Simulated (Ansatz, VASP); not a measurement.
## TePb in VASP and in Ansatz

```xyz
2
Lattice="4.0023 0.0000 0.0000 0.0000 4.0023 0.0000 0.0000 0.0000 4.0023" Properties=species:S:1:pos:R:3 pbc="T T T"
Te    2.0011    2.0011    2.0011
Pb    0.0000    0.0000    0.0000
```

Alike in both runs: task electric field gradients; functional PBE; k mesh 10 × 10 × 10; occupations fermi-dirac, width 0.08 eV; no spin polarisation.

|  | VASP | Ansatz |
| --- | --- | --- |
| version | VASP 6.6.1 | Ansatz 0.2.0 |
| potentials or method | VASP PAW PBE potentials, release 64 (Te, Pb_d) | PAW with Ansatz's default frozen-core files, scalar-relativistic |
| plane-wave cutoff (eV) | 520 | 420 |
| valence electrons in the cell | 20 | 30 |

VASP gave:

* pressure (GPa): -0.3

Estimate Ansatz's values.

pressure (GPa): -0.2.

The functional is the same, so the differences come from potentials, cutoffs and numerics. VASP's potentials hold 20 valence electrons a cell and Ansatz's 30, so a difference there can come from the potentials and not from the codes.

Spin-orbit coupling is off throughout.
